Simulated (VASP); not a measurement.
Wanted: the native input for a VASP 6.6.1 run.

| Item | Value |
| --- | --- |
| Task | single point |
| Functional | PBE |
| Potentials or basis | VASP PAW PBE potentials, release 64 (Ca_sv, Ge_d, N) |
| Cutoff | 520 eV |
| k mesh | 8 × 8 × 8 |
| Occupations | gaussian, width 0.1 eV |
| Spin | no spin polarisation |
| Dipole correction | no |
| Further INCAR settings | ALGO = Normal; EDIFF = 1e-06; NBANDS = 44 |

The structure of CaGe4N lies in POSCAR:

```
CaGe4N
1.0
    0.0000000000      3.8360549186      3.8360549186
    3.8360549186      0.0000000000      3.8360549186
    3.8360549186      3.8360549186      0.0000000000
Ca Ge N
1 4 1
Direct
    0.0000000000      0.0000000000      0.0000000000
    0.1271763332      0.6242745556      0.6242745556
    0.6242745556      0.6242745556      0.6242745556
    0.6242745556      0.1271763332      0.6242745556
    0.6242745556      0.6242745556      0.1271763332
    0.2500000000      0.2500000000      0.2500000000
```

The cell was generated, and may not be a known phase.

The input as run:

INCAR

```
SYSTEM = CaGe4N
  ALGO = Normal
  EDIFF = 1E-6
  ENCUT = 520
  GGA = PE
  ISIF = 2
  ISMEAR = 0
  LASPH = .True.
  LCHARG = .False.
  LREAL = .False.
  LWAVE = .False.
  NBANDS = 44
  NELM = 100
  PREC = Accurate
  SIGMA = 0.1
```

KPOINTS

```
k-points
0
Gamma
  8 8 8
  0 0 0
```

Potentials or basis: VASP PAW PBE potentials, release 64 (Ca_sv, Ge_d, N).

Command:

```console
$ cat potpaw_PBE.64/Ca_sv/POTCAR potpaw_PBE.64/Ge_d/POTCAR potpaw_PBE.64/N/POTCAR > POTCAR
$ mpirun -np 1 vasp_std > vasp.out
```

It gave:

| Property | Result |
| --- | --- |
| Pressure | 0.1 GPa |
| Band gap on the k mesh | zero (an odd number of electrons rules out a gap without spin polarisation) |

Caveat: an odd number of electrons without spin polarisation forces a metal; a magnetic or distorted state may lie lower.

It took 85 s on 1 thread of AMD EPYC 9R45 96-Core Processor (Zen 5), with other jobs on the host, peak memory 0.28 GiB.
